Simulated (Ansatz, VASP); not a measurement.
## Cs3Pt in VASP and in Ansatz

The input INCAR:

```
SYSTEM = Cs3Pt
ALGO = Fast
EDIFF = 1E-7
EDIFFG = -0.01
ENCUT = 600
GGA = PE
IBRION = 2
ISIF = 3
ISMEAR = 0
LASPH = .True.
LCHARG = .False.
LREAL = .False.
LWAVE = .False.
NELM = 100
NSW = 100
PREC = Accurate
SIGMA = 0.1
```

File KPOINTS:

```
k-points
0
Gamma
  8 8 8
  0 0 0
```

Contents of POSCAR:

```
Cs3Pt
1.0
    5.7776530000      0.0000000000      0.0000000000
    0.0000000000      5.7776530000      0.0000000000
    0.0000000000      0.0000000000      5.7776530000
Cs Pt
3 1
Direct
    0.0000000000      0.0000000000      0.5000000000
    0.0000000000      0.5000000000      0.0000000000
    0.5000000000      0.0000000000      0.0000000000
    0.5000000000      0.5000000000      0.5000000000
```

Input for Ansatz:

```yaml
crystal:
  lattice:
    - [5.777653, 0.0, 0.0]
    - [0.0, 5.777653, 0.0]
    - [0.0, 0.0, 5.777653]
  atoms:
    - { symbol: Cs, position: [0.0, 0.0, 0.5] }
    - { symbol: Cs, position: [0.0, 0.5, 0.0] }
    - { symbol: Cs, position: [0.5, 0.0, 0.0] }
    - { symbol: Pt, position: [0.5, 0.5, 0.5] }
basis:
  ecutwfc: 420
kpoints:
  mp_grid: { grid: [8, 8, 8] }
hamiltonian:
  xc: pbe
scf:
  occupations: { method: gaussian, width: 0.1 }
output:
  forces: true
  stress: true
  eigenvalues: true
relax:
  adjacent_minimum: "off"
  f_tol: 0.01
  max_steps: 80
  cell: { stress_tol: 0.05 }
```

Alike in both runs: task relaxation of cell and atoms; functional PBE; k mesh 8 × 8 × 8; occupations gaussian, width 0.1 eV; no spin polarisation.

|  | VASP | Ansatz |
| --- | --- | --- |
| version | VASP 6.6.1 | Ansatz 0.2.0 |
| potentials or method | VASP PAW PBE potentials, release 64 (Cs_sv, Pt), cutoff 600 eV | scalar-relativistic, plane waves, PAW |
| valence electrons in the cell | 37 | 45 |

VASP gave:

```
gap on the k mesh at the Fermi level, each at its own relaxed structure (eV) : none
relaxed volume (Å³/atom)                                                     : 46.66
relaxed cell length with the largest relative difference (Å)                 : 5.715
```

Question: Which values does Ansatz return?

Answer: gap on the k mesh at the Fermi level, each at its own relaxed structure (eV): none; relaxed volume (Å³/atom): 46.25; relaxed cell length with the largest relative difference (Å): 5.698.

A gap of «none» marks a metal or a gap that the smearing closes. VASP's potentials hold 37 valence electrons a cell and Ansatz's 45, so a difference there can come from the potentials and not from the codes.

Spin-orbit coupling is off throughout.
